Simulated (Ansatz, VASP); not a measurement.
**Two plane-wave programs on Si**

INCAR

```
SYSTEM = Si
PREC = Accurate
ENCUT = 520
EDIFF = 1E-8
ISMEAR = -1
SIGMA = 0.02
LREAL = .False.
LASPH = .True.
NELM = 100
ALGO = Normal
ISIF = 2
LWAVE = .False.
LCHARG = .False.
GGA = PE
LEFG = .True.
NBANDS = 26
```

File KPOINTS:

```
Automatic mesh
0
Gamma
  11 11 9
  0 0 0
```

Contents of POSCAR:

```
Si
1.0
    3.9600000000     -2.3793000000      0.0000000000
    3.9600000000      2.3793000000      0.0000000000
    0.0000000000      0.0000000000      4.7361000000
Si
8
Direct
    0.8270000000      0.1730000000      0.3240000000
    0.6730000000      0.3270000000      0.8240000000
    0.1730000000      0.8270000000      0.6760000000
    0.3270000000      0.6730000000      0.1760000000
    0.2240000000      0.2240000000      0.0000000000
    0.2760000000      0.2760000000      0.5000000000
    0.7760000000      0.7760000000      0.0000000000
    0.7240000000      0.7240000000      0.5000000000
```

Input for Ansatz:

```yaml
crystal:
  lattice:
    - [3.96, -2.3793, 0.0]
    - [3.96, 2.3793, 0.0]
    - [0.0, 0.0, 4.7361]
  atoms:
    - { symbol: Si, position: [0.827, 0.173, 0.324] }
    - { symbol: Si, position: [0.673, 0.327, 0.824] }
    - { symbol: Si, position: [0.173, 0.827, 0.676] }
    - { symbol: Si, position: [0.327, 0.673, 0.176] }
    - { symbol: Si, position: [0.224, 0.224, 0.0] }
    - { symbol: Si, position: [0.276, 0.276, 0.5] }
    - { symbol: Si, position: [0.776, 0.776, 0.0] }
    - { symbol: Si, position: [0.724, 0.724, 0.5] }
kpoints:
  mp_grid: { grid: [11, 11, 9] }
scf:
  occupations: { method: fermi_dirac, width: 0.02 }
hamiltonian:
  xc: pbe
  pseudopotentials: { kind: paw }
output:
  forces: true
  stress: true
  populations: true
  efg: { contact_densities: true }
  write_density: true
  write_potential: true
  elf: true
  volumetric_format: npy
```

Alike in both runs: task electric field gradients; functional PBE; k mesh 11 × 11 × 9; occupations fermi-dirac, width 0.02 eV; no spin polarisation.

```csv
,VASP,Ansatz
version,VASP 6.6.1,Ansatz 0.2.0
potentials or method,"VASP PAW PBE potentials, release 64 (Si)","plane-wave PAW, scalar-relativistic"
plane-wave cutoff (eV),520,420
valence electrons in the cell,32,32
```

|  | VASP | Ansatz | Ansatz less VASP |
| --- | --- | --- | --- |
| rms of the force components (eV/Å) | 0.223 | 0.225 | +0.0022 |
| size of Vzz on the site where it differs most (V/Å²) | 13.7 | 13.1 | -0.62 |

Atom by atom the forces differ by 0.003 eV/Å (rms over components).
